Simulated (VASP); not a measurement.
# Ba2NF (P4/mmm) in VASP: single point with LDA

Aim: the single point of Ba2NF with LDA.

Everything below comes from runs of VASP 6.6.1. Logs are shortened: lines on timing, memory, paths and dates and some standing lists are left out, and cuts for length are marked.

## 1. The cell of the first run

The structure is tetragonal, space group P4/mmm (No. 123). Conventional cell: a = 4.108 Å, b = 4.108 Å, c = 5.599 Å, α = 90.00°, β = 90.00°, γ = 90.00°. Ba (site symmetry 4/mmm) has 2 N at 2.80 Å and 4 F at 2.90 Å within 3.7 Å. Ba (site symmetry 4/mmm) has 2 F at 2.80 Å and 4 N at 2.90 Å within 3.7 Å. Within 3.7 Å of N (site symmetry 4/mmm) lie 6 Ba at 2.80 to 2.90 Å. Within 3.7 Å of F (site symmetry 4/mmm) lie 6 Ba at 2.80 to 2.90 Å.

## 2. Single point, LDA

Contents of INCAR:

```
PREC = Accurate
ENCUT = 520
EDIFF = 1E-6
ISMEAR = 0
SIGMA = 0.02
LREAL = F
LASPH = T
NELM = 80
ALGO = Normal
ISIF = 2
LWAVE = F
LCHARG = F
NBANDS = 24
```

Contents of KPOINTS:

```
regular mesh
0
Gamma
  6 6 4
```

Contents of POSCAR:

```
Ba2NF
1.0
    4.1081960000      0.0000000000      0.0000000000
    0.0000000000      4.1081960000      0.0000000000
    0.0000000000      0.0000000000      5.5987570000
Ba N F
2 1 1
Direct
    0.0000000000      0.0000000000      0.0000000000
    0.5000000000      0.5000000000      0.5000000000
    0.0000000000      0.0000000000      0.5000000000
    0.5000000000      0.5000000000      0.0000000000
```

Potentials or basis: VASP PAW LDA potentials, release 64 (Ba_sv, N, F).

Command:

```
$ cat potpaw_LDA.64/Ba_sv/POTCAR potpaw_LDA.64/N/POTCAR potpaw_LDA.64/F/POTCAR > POTCAR
$ mpirun -np 1 vasp_std > vasp.out
```

OUTCAR:

```text
PREC = Accurate
   ENCUT = 520
   EDIFF = 1E-6
   ISMEAR = 0
   LREAL = F
   LASPH = T
   NELM = 80
   ISIF = 2

 ion  position               nearest neighbor table
   1  0.000  0.000  0.000-   3 2.80   3 2.80   4 2.90   4 2.90   4 2.90   4 2.90   2 4.03   2 4.03
                             2 4.03   2 4.03   2 4.03   2 4.03   2 4.03   2 4.03
   2  0.500  0.500  0.500-   4 2.80   4 2.80   3 2.90   3 2.90   3 2.90   3 2.90   1 4.03   1 4.03
                             1 4.03   1 4.03   1 4.03   1 4.03   1 4.03   1 4.03
   3  0.000  0.000  0.500-   1 2.80   1 2.80   2 2.90   2 2.90   2 2.90   2 2.90
   4  0.500  0.500  0.000-   2 2.80   2 2.80   1 2.90   1 2.90   1 2.90   1 2.90

  LATTYP: Found a simple tetragonal cell.
 ALAT       =     4.1081960000
 C/A-ratio  =     1.3628261651

  Lattice vectors:

 A1 = (   4.1081960000,   0.0000000000,   0.0000000000)
 A2 = (   0.0000000000,   4.1081960000,   0.0000000000)
 A3 = (   0.0000000000,   0.0000000000,   5.5987570000)

Analysis of symmetry for initial positions (statically):
=====================================================================
 Subroutine PRICEL returns:
 Original cell was already a primitive cell.

 Routine SETGRP: Setting up the symmetry group for a
 simple tetragonal supercell.

 Subroutine GETGRP returns: Found 16 space group operations
 (whereof 16 operations were pure point group operations)
 out of a pool of 16 trial point group operations.

The static configuration has the point symmetry D_4h.

Analysis of symmetry for dynamics (positions and initial velocities):
=====================================================================
 Subroutine PRICEL returns:
 Original cell was already a primitive cell.

 Routine SETGRP: Setting up the symmetry group for a
 simple tetragonal supercell.

 Subroutine GETGRP returns: Found 16 space group operations
 (whereof 16 operations were pure point group operations)
 out of a pool of 16 trial point group operations.

The dynamic configuration has the point symmetry D_4h.

 Subroutine INISYM returns: Found 16 space group operations
 (whereof 16 operations are pure point group operations),
 and found     1 'primitive' translations

----------------------------------------------------------------------------------------

                                     Primitive cell

  volume of cell :      94.4918

  direct lattice vectors                    reciprocal lattice vectors
     4.108196000  0.000000000  0.000000000     0.243415845  0.000000000  0.000000000
     0.000000000  4.108196000  0.000000000     0.000000000  0.243415845  0.000000000
     0.000000000  0.000000000  5.598757000     0.000000000  0.000000000  0.178611074

  length of vectors
     4.108196000  4.108196000  5.598757000     0.243415845  0.243415845  0.178611074

  position of ions in fractional coordinates (direct lattice)
     0.000000000  0.000000000  0.000000000
     0.500000000  0.500000000  0.500000000
     0.000000000  0.000000000  0.500000000
     0.500000000  0.500000000  0.000000000

  ion indices of the primitive-cell ions
   primitive index   ion index
                 1           1
                 2           2
                 3           3
                 4           4

----------------------------------------------------------------------------------------

 KPOINTS: regular mesh

Automatic generation of k-mesh.
 Grid dimensions read from file:
 generate k-points for:    6    6    4

 Generating k-lattice:

  Cartesian coordinates                     Fractional coordinates (reciprocal lattice)
     0.040569307  0.000000000  0.000000000     0.166666667  0.000000000  0.000000000
     0.000000000  0.040569307  0.000000000     0.000000000  0.166666667  0.000000000
     0.000000000  0.000000000  0.044652768     0.000000000  0.000000000  0.250000000

  Length of vectors
     0.040569307  0.040569307  0.044652768

  Shift w.r.t. Gamma in fractional coordinates (k-lattice)
     0.000000000  0.000000000  0.000000000

 Subroutine IBZKPT returns following result:
 ===========================================

 Found     30 irreducible k-points:

 Following reciprocal coordinates:
            Coordinates               Weight
  0.000000  0.000000  0.000000      1.000000
  0.166667  0.000000  0.000000      4.000000
  0.333333  0.000000  0.000000      4.000000
  0.500000  0.000000  0.000000      2.000000
  0.166667  0.166667  0.000000      4.000000
  0.333333  0.166667  0.000000      8.000000
[... 16 lines left out ...]
  0.333333  0.000000  0.500000      4.000000
  0.500000  0.000000  0.500000      2.000000
 [... further k-points ...]
   k-points           NKPTS =     30   k-points in BZ     NKDIM =     30   number of bands    NBANDS=     24
   number of dos      NEDOS =    301   number of ions     NIONS =      4
   total plane-waves  NPLWV =  43008
   dimension x,y,z NGX =    32 NGY =   32 NGZ =   42
   dimension x,y,z NGXF=    64 NGYF=   64 NGZF=   84
   ions per type =               2   1   1
   NGX,Y,Z   is equivalent  to a cutoff of  12.95, 12.95, 12.47 a.u.
   NGXF,Y,Z  is equivalent  to a cutoff of  25.90, 25.90, 24.94 a.u.
 SYSTEM =  unknown system
   PREC   = accura    normal or accurate (medium, high low for compatibility)
   ISTART =      0    job   : 0-new  1-cont  2-samecut
   ICHARG =      2    charge: 1-file 2-atom 10-const
   ISPIN  =      1    spin polarized calculation?
   LNONCOLLINEAR =      F non collinear calculations
   LSORBIT =      F    spin-orbit coupling
   LASPH  =      T    aspherical Exc in radial PAW
   ENCUT  =  520.0 eV  38.22 Ry    6.18 a.u.   7.64  7.64 10.41*2*pi/ulx,y,z
   NELM   =     80;   NELMIN=  2; NELMDL= -5     # of ELM steps
   EDIFF  = 0.1E-05   stopping-criterion for ELM
   LREAL  =      F    real-space projection
   EDIFFG = 0.1E-04   stopping-criterion for IOM
   NSW    =      0    number of steps for IOM
   IBRION =     -1    ionic relax: 0-MD 1-quasi-New 2-CG
   NFREE  =      0    steps in history (QN), initial steepest desc. (CG)
   ISIF   =      2    stress and relaxation
   ISYM   =      2    0-nonsym 1-usesym 2-fastsym
   POTIM  = 0.5000    time-step for ionic-motion
   TEBEG  =    0.0;   TEEND  =   0.0 temperature during run
   PSTRESS=    0.0 pullay stress
   NELECT =      32.0000    total number of electrons
   NUPDOWN=      -1.0000    fix difference up-down
   EMIN   =  10.00;   EMAX   =-10.00  energy-range for DOS
   EFERMI =   0.00;   METHOD = LEGACY
   ISMEAR =     0;   SIGMA  =   0.02  broadening in eV -4-tet -1-fermi 0-gaus
   EFERMI_NEDOS =   21; number of points for ismear=-14 and -15
   IALGO  =     38    algorithm
   IMIX   =      4    mixing-type and parameters
     AMIX     =   0.40;   BMIX     =  1.00
     AMIX_MAG =   1.60;   BMIX_MAG =  1.00
  volume/ion in A,a.u.               =      23.62       159.42
  Fermi-wavevector in a.u.,A,eV,Ry     =   1.141108  2.156382 17.716528  1.302128
  Thomas-Fermi vector in A             =   2.277809
   LORBIT       =      0    0 simple, 1 ext, 2 COOP (PROOUT), +10 PAW based schemes
   GGA     = CA    functional components
   LHFCALC =     F    Hartree Fock is set to
   AEXX    =    0.0000 exact exchange contribution
   IVDW    =     0    specifies the selected vdW correction
   LEPSILON=     F    determine dielectric tensor
   LRPA    =     F    only Hartree local field effects (RPA)
 non-spin polarized calculation
 Gauss-broadening in eV      SIGMA  =   0.02
  energy-cutoff  :      520.00
  volume of cell :       94.49
 maximum number of plane-waves:      2579
 NGX is ok and might be reduce to    32
   NGX = 15   NGY = 15   NGZ = 21

 number of electron      32.0000000 magnetization

 Free energy of the ion-electron system (eV)
  ---------------------------------------------------
  ext. energy  EPLUGINS =         0.00000000
  ---------------------------------------------------
  free energy    TOTEN  =       -22.38572973 eV

  energy without entropy =      -22.38551527  energy(sigma->0) =      -22.38562250

 E-fermi :   3.0922     XC(G=0):  -9.6416

 val. band max:        3.0460716101   @ k =   0.0000   0.0000   0.2500
 cond. band min:       3.0951580581   @ k =   0.0000   0.0000   0.0000
 fundamental gap:      0.0490864480
 Fermi energy:         3.0922068126

 k-point     1 :       0.0000    0.0000    0.0000
  band No.  band energies     occupation
      1     -25.3256      2.00000
      2     -23.9919      2.00000
      3     -21.6312      2.00000
      4     -10.6970      2.00000
      5     -10.5747      2.00000
      6     -10.5747      2.00000
[... 16 lines left out ...]
     23       7.2307      0.00000
     24       7.8866      0.00000

 k-point     2 :       0.1667    0.0000    0.0000
  band No.  band energies     occupation
      1     -25.3026      2.00000
      2     -23.9854      2.00000
      3     -21.6520      2.00000
      4     -10.6440      2.00000
      5     -10.6188      2.00000
      6     -10.5328      2.00000
[... 16 lines left out ...]
     23       7.6400      0.00000
     24       7.9020      0.00000

 k-point     3 :       0.3333    0.0000    0.0000
  band No.  band energies     occupation
      1     -25.2552      2.00000
      2     -23.9731      2.00000
      3     -21.6942      2.00000
      4     -10.7701      2.00000
      5     -10.4449      2.00000
      6     -10.4185      2.00000
[... 16 lines left out ...]
     23       7.6356      0.00000
     24       8.3077      0.00000

 k-point     4 :       0.5000    0.0000    0.0000
  band No.  band energies     occupation
      1     -25.2308      2.00000
      2     -23.9672      2.00000
      3     -21.7154      2.00000
      4     -10.8250      2.00000
      5     -10.3986      2.00000
      6     -10.2623      2.00000
[... 16 lines left out ...]
     23       7.6823      0.00000
     24       8.2019      0.00000

 k-point     5 :       0.1667    0.1667    0.0000
  band No.  band energies     occupation
      1     -25.2823      2.00000
      2     -23.9780      2.00000
      3     -21.6659      2.00000
      4     -10.7315      2.00000
      5     -10.5483      2.00000
      6     -10.5324      2.00000
[... 16 lines left out ...]
     23       7.3299      0.00000
     24       7.8028      0.00000

 k-point     6 :       0.3333    0.1667    0.0000
  band No.  band energies     occupation
      1     -25.2408      2.00000
      2     -23.9636      2.00000
      3     -21.6941      2.00000
      4     -10.8632      2.00000
      5     -10.5860      2.00000
      6     -10.3723      2.00000
[... 16 lines left out ...]
     23       8.0621      0.00000
     24       8.3785      0.00000
[... 379 lines left out ...]
 k-point    21 :       0.0000    0.0000    0.5000
  band No.  band energies     occupation
      1     -25.3132      2.00000
      2     -23.9798      2.00000
      3     -21.6898      2.00000
      4     -10.7282      2.00000
      5     -10.5420      2.00000
      6     -10.5420      2.00000
[... 16 lines left out ...]
     23       7.6001      0.00000
     24       7.6029      0.00000

 k-point    22 :       0.1667    0.0000    0.5000
  band No.  band energies     occupation
      1     -25.2926      2.00000
      2     -23.9680      2.00000
      3     -21.7128      2.00000
      4     -10.8181      2.00000
      5     -10.6357      2.00000
      6     -10.5063      2.00000
[... 16 lines left out ...]
     23       7.7004      0.00000
     24       7.7484      0.00000

 k-point    23 :       0.3333    0.0000    0.5000
  band No.  band energies     occupation
      1     -25.2504      2.00000
      2     -23.9443      2.00000
      3     -21.7597      2.00000
      4     -11.0170      2.00000
      5     -10.8052      2.00000
      6     -10.4324      2.00000
[... 16 lines left out ...]
     23       8.0013      0.00000
     24       8.7321      0.00000

 k-point    24 :       0.5000    0.0000    0.5000
  band No.  band energies     occupation
      1     -25.2288      2.00000
      2     -23.9323      2.00000
      3     -21.7835      2.00000
      4     -11.1219      2.00000
      5     -10.8832      2.00000
      6     -10.3941      2.00000
[... 16 lines left out ...]
     23       8.4414      0.00000
     24       8.5816      0.00000

 [... further k-points ...]

------------------------ aborting loop because EDIFF is reached ----------------------------------------

  FORCE on cell =-STRESS in cart. coord.  units (eV):
  Direction    XX          YY          ZZ          XY          YZ          ZX
  --------------------------------------------------------------------------------------
  -------------------------------------------------------------------------------------
  Total       -2.5926715     -2.5926715     -2.9389612      0.0000000     -0.0000000      0.0000000
  in kB      -43.9606546    -43.9606546    -49.8322508      0.0000000     -0.0000000      0.0000000
  external PRESSURE =     -45.9178533 kB  Pullay stress =       0.0000000 kB

 VOLUME and BASIS-vectors are now :
 -----------------------------------------------------------------------------
  energy-cutoff  :      520.00
  volume of cell :       94.49
      direct lattice vectors                 reciprocal lattice vectors
     4.108196000  0.000000000  0.000000000     0.243415845  0.000000000  0.000000000
     0.000000000  4.108196000  0.000000000     0.000000000  0.243415845  0.000000000
     0.000000000  0.000000000  5.598757000     0.000000000  0.000000000  0.178611074

 POSITION                                       TOTAL-FORCE (eV/Angst)
 -----------------------------------------------------------------------------------
      0.00000      0.00000      0.00000         0.000000      0.000000      0.000000
      2.05410      2.05410      2.79938         0.000000      0.000000      0.000000
      0.00000      0.00000      2.79938         0.000000      0.000000      0.000000
      2.05410      2.05410      0.00000         0.000000      0.000000      0.000000
 -----------------------------------------------------------------------------------
    total drift:                                0.000000     -0.000000     -0.000000

  FREE ENERGIE OF THE ION-ELECTRON SYSTEM (eV)
  ---------------------------------------------------
  free  energy   TOTEN  =       -22.3857297287 eV

  energy  without entropy=      -22.3855152731  energy(sigma->0) =      -22.38562250
```

It took 86 s on 1 thread of AMD EPYC 7R43 (Zen 3), shared host; peak memory 0.17 GiB.

What came out:

```yaml
Free_energy: -22.3857 eV
Pressure: -4.6 GPa
Band_gap_on_the_k_mesh: zero (band 16 reaches 3.14 eV, above the bottom of band 17 at 3.05 eV)
```

Stress tensor (GPa, compression positive):
```
-4.40  0.00  0.00
 0.00 -4.40  0.00
 0.00  0.00 -4.98
```

Levels at points of the mesh, in eV from the Fermi level:
| k point | band 12 | band 13 | band 14 | band 15 | band 16 | band 17 | band 18 | band 19 | band 20 | band 21 |
| --- | --- | --- | --- | --- | --- | --- | --- | --- | --- | --- |
| (0.00, 0.00, 0.00) | -6.62 | -6.28 | -0.37 | 0.00 | 0.05 | 0.10 | 0.10 | 2.34 | 2.34 | 2.84 |
| (0.50, 0.00, 0.00) | -7.09 | -6.31 | -1.76 | -1.11 | -0.37 | 1.55 | 1.80 | 3.10 | 3.29 | 3.89 |
| (0.50, 0.50, 0.00) | -6.50 | -6.28 | -0.06 | -0.06 | 0.01 | 0.01 | 0.16 | 1.64 | 5.09 | 5.89 |
| (0.00, 0.00, 0.50) | -6.65 | -6.65 | -1.62 | -0.17 | -0.17 | 0.10 | 0.94 | 1.59 | 3.29 | 4.23 |
| (0.50, 0.00, 0.50) | -7.15 | -7.12 | -2.18 | -1.98 | -1.38 | 1.25 | 2.65 | 3.58 | 4.57 | 4.95 |
| (0.50, 0.50, 0.50) | -6.53 | -6.53 | -1.46 | -0.49 | -0.49 | 2.25 | 2.25 | 2.42 | 2.80 | 2.80 |

Caveat: spin-orbit coupling is left out, which moves the levels of the heavy elements.
